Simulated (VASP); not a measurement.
Here is a VASP 6.6.1 calculation.

Contents of INCAR:

```
PREC     = Accurate       # precision mode
ENCUT    = 520            # plane-wave cutoff, eV
EDIFF    = 1E-7           # SCF threshold, eV
ISMEAR   = 0              # smearing method
SIGMA    = 0.1            # smearing width, eV
LREAL    = False          # projectors in reciprocal space
LASPH    = True           # aspherical terms in the spheres
NELM     = 80             # most SCF steps
ALGO     = Normal         # electronic algorithm
ISIF     = 2              # what is computed and relaxed
LWAVE    = False          # write WAVECAR
LCHARG   = True           # write CHGCAR
GGA      = PE             # functional
LELF     = True           # ELF
LVHAR    = True         
NBANDS   = 38             # bands
```

File KPOINTS:

```
regular mesh
0
Gamma
  12 12 4
```

The input POSCAR:

```
Y3NbO2
1.0
    3.0091522214      0.0000000000      0.0000000000
    0.0000000000      3.0091522214      0.0000000000
    0.0000000000      0.0000000000     11.1929671515
Y Nb O
3 1 2
Direct
    0.5000000000      0.5000000000      0.2196215922
    0.5000000000      0.5000000000      0.5000000000
    0.5000000000      0.5000000000      0.7803784078
    0.0000000000      0.0000000000      0.0000000000
    0.0000000000      0.0000000000      0.3777539407
    0.0000000000      0.0000000000      0.6222460593
```

Potentials or basis: VASP PAW PBE potentials, release 64 (Y_sv, Nb_sv, O).

Command:

```bash
$ cat potpaw_PBE.64/Y_sv/POTCAR potpaw_PBE.64/Nb_sv/POTCAR potpaw_PBE.64/O/POTCAR > POTCAR
$ mpirun -np 1 vasp_std > vasp.out
```

**Question.** What does it give for the largest force?

**Answer.** 0.012 eV/Å.

**Question.** What does it give for the pressure?

**Answer.** -0.1 GPa.

**Question.** Predict the band gap on the k mesh.

**Answer.** Zero (band 29 reaches 6.87 eV, above the bottom of band 30 at 5.79 eV).

Forces in eV/Å, atoms in the order of the input:
```
Y    0.000  0.000 -0.012
Y    0.000  0.000  0.000
Y    0.000  0.000  0.012
Nb   0.000  0.000  0.000
O    0.000  0.000 -0.005
O    0.000  0.000  0.005
```
